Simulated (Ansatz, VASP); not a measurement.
Two plane-wave programs on Zr2B3

```
CELL_PARAMETERS angstrom
5.60426 0.00000 0.00000
-2.80213 4.85343 0.00000
0.00000 0.00000 3.57779
ATOMIC_POSITIONS crystal
Zr 0.33333 0.66667 0.50000
Zr 0.66667 0.33333 0.50000
B 0.50005 0.00000 0.00000
B 0.00000 0.50005 0.00000
B 0.49995 0.49995 0.00000
```

Alike in both runs: functional PBE; k mesh 6 × 6 × 4; occupations gaussian, width 0.1 eV; no spin polarisation.

Ansatz relaxed the structure, and its values are those at the end. VASP's run is a single point on that final structure, the one shown.

|  | VASP | Ansatz |
| --- | --- | --- |
| version | VASP 6.6.1 | Ansatz 0.2.0 |
| potentials or method | VASP PAW PBE potentials, release 64 (Zr_sv, B), cutoff 520 eV | scalar-relativistic, plane waves, PAW |
| valence electrons in the cell | 33 | 33 |

```tsv
	VASP	Ansatz	Ansatz less VASP
gap on the k mesh at the Fermi level (eV)	none	none	-
pressure (GPa)	0.0	-0.1	-0.04
```

A gap of «none» marks a metal or a gap that the smearing closes.

The k mesh is coarse, so the values compare programs but aren't converged.
